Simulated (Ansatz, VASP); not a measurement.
## Two plane-wave programs on Mg

```
Mg
1.0
     5.50893    0.45490   -0.16818
    -2.08112    3.82658   -0.45148
     1.80998    1.70845    6.00945
Mg
6
Direct
  0.89376 0.02009 0.56153
  0.56045 0.35338 0.89492
  0.22717 0.68698 0.72810
  0.56034 0.35361 0.39485
  0.89374 0.02014 0.06148
  0.22692 0.68679 0.22812
```

Alike in both runs: functional PBE; k mesh 4 × 4 × 4; occupations gaussian, width 0.1 eV; no spin polarisation.

Ansatz relaxed the structure, and its values are those at the end. VASP's run is a single point on that final structure, the one shown.

|  | VASP | Ansatz |
| --- | --- | --- |
| version | VASP 6.6.1 | Ansatz 0.2.0 |
| potentials or method | VASP PAW PBE potentials, release 64 (Mg), cutoff 520 eV | scalar-relativistic, plane waves, PAW |
| valence electrons in the cell | 12 | 60 |

|  | VASP | Ansatz | Ansatz less VASP |
| --- | --- | --- | --- |
| gap on the k mesh at the Fermi level (eV) | none | none | - |
| pressure (GPa) | -0.1 | 0.0 | +0.12 |

A gap of «none» marks a metal or a gap that the smearing closes. VASP's potentials hold 12 valence electrons a cell and Ansatz's 60, so a difference there can come from the potentials and not from the codes.

The k mesh is coarse, so the values compare programs but aren't converged.
